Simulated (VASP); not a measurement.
Input of a VASP 6.6.1 run:

File INCAR:

```
PREC     = Accurate       # precision mode
ENCUT    = 520            # plane-wave cutoff, eV
EDIFF    = 1E-8           # SCF threshold, eV
ISMEAR   = -1             # smearing method
SIGMA    = 0.05           # smearing width, eV
LREAL    = False          # projectors in reciprocal space
LASPH    = True           # aspherical terms in the spheres
NELM     = 80             # most SCF steps
ALGO     = Normal         # electronic algorithm
ISIF     = 2              # what is computed and relaxed
LWAVE    = False          # write WAVECAR
LCHARG   = False          # write CHGCAR
GGA      = PS             # functional
IBRION   = 8              # ionic algorithm
NSW      = 1              # ionic steps
```

File KPOINTS:

```
regular mesh
0
Gamma
  8 8 8
```

File POSCAR:

```
NbTe
1.0
    3.4257000000      0.0000000000      0.0000000000
    0.0000000000      3.4257000000      0.0000000000
    0.0000000000      0.0000000000      3.4257000000
Nb Te
1 1
Direct
    0.5000000000      0.5000000000      0.5000000000
    0.0000000000      0.0000000000      0.0000000000
```

Potentials or basis: VASP PAW PBE potentials, release 64 (Nb_sv, Te).

Launch:

```sh
$ cat potpaw_PBE.64/Nb_sv/POTCAR potpaw_PBE.64/Te/POTCAR > POTCAR
$ mpirun -np 1 vasp_std > vasp.out
```

Q: Predict the highest phonon frequency at Γ, LO-TO splitting left out.

A: 132 cm⁻¹.

Phonon frequencies in cm⁻¹ (negative: imaginary):
| q point | frequencies |
| --- | --- |
| (0.000, 0.000, 0.000) | -1 -1 -1 132 132 132 |

Caveat: the cell wasn't relaxed at this level first, which shifts response properties.
